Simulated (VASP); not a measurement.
# KAl4: single point with PBE

KAl4:

```
K Al
1.0
     4.48589    0.00000    0.00000
    -2.24295    3.88490    0.00000
     0.00000    0.00000    5.92954
K Al
1 4
Cartesian
  0.0000 0.0000 0.0000
  0.0000 2.5899 0.0000
  2.2429 1.2950 0.0000
  0.0000 2.5899 2.9648
  2.2429 1.2950 2.9648
```

* Program: VASP 6.6.1
* Task: single point
* Functional: PBE
* Potentials or basis: VASP PAW PBE potentials, release 64 (K_sv, Al)
* Cutoff: 520 eV
* k mesh: 6 × 6 × 4
* Occupations: gaussian, width 0.1 eV
* Spin: no spin polarisation
* Dipole correction: no
* Further INCAR settings: ALGO = Normal; EDIFF = 1e-07; NBANDS = 18

* Pressure: 14.8 GPa

Stress tensor (GPa, compression positive):
```
25.01  0.00  0.00
 0.00 25.01  0.00
 0.00  0.00 -5.56
```

Levels at points of the mesh, in eV from the Fermi level:
```tsv
k point	band 6	band 7	band 8	band 9	band 10	band 11	band 12	band 13	band 14	band 15
(0.00, 0.00, 0.00)	-5.52	-3.63	-1.93	-1.93	-0.18	1.02	1.02	2.86	2.86	2.95
(0.50, 0.00, 0.00)	-5.96	-3.15	-2.93	-2.77	-1.52	-0.90	0.45	1.02	2.47	2.93
(0.00, 0.00, 0.50)	-7.63	-1.66	-1.66	-0.07	0.16	0.16	0.48	0.65	1.01	2.52
(0.50, 0.00, 0.50)	-5.20	-5.19	-4.71	-1.13	-0.33	0.98	1.07	1.42	2.05	2.33
```

Run time: 23 s on 1 thread of Intel(R) Xeon(R) Platinum 8488C (Sapphire Rapids) (shared host), peak memory 0.24 GiB.
